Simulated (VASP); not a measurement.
Input of a VASP 6.6.1 run:

The input INCAR:

```
ALGO = Fast
EDIFF = 1E-6
ENCUT = 520
GGA = PS
ISIF = 2
ISMEAR = 0
LASPH = T
LCHARG = T
LELF = T
LREAL = F
LVHAR = T
LWAVE = F
NBANDS = 14
NELM = 100
PREC = Accurate
SIGMA = 0.15
```

File KPOINTS:

```
k-points
0
Gamma
  16 16 16
```

The input POSCAR:

```
AlCu
1.0
    2.9975090000     -0.0449626350      0.0000000000
   -0.0449626350      2.9975090000      0.0000000000
    0.0000000000      0.0000000000      2.9975090000
Al Cu
1 1
Direct
    0.0000000000      0.0000000000      0.0000000000
    0.5000000000      0.5000000000      0.5000000000
```

Potentials or basis: VASP PAW PBE potentials, release 64 (Al, Cu).

Launch:

```bash
$ cat potpaw_PBE.64/Al/POTCAR potpaw_PBE.64/Cu/POTCAR > POTCAR
$ mpirun -np 1 vasp_std > vasp.out
```

Predict the pressure.

-4.4 GPa.

What does it give for the band gap on the k mesh?

Zero (band 7 reaches 12.68 eV, above the bottom of band 8 at 8.05 eV).

Stress tensor (GPa, compression positive):
```
-4.27  1.00  0.00
 1.00 -4.27  0.00
 0.00  0.00 -4.53
```

Caveat: the cell differs from its parent crystal (strain -0.0300 x Voigt [0, 0, 0, 0, 0, 1]); the PAW data sets were made with another functional, which shifts forces and pressure a little.
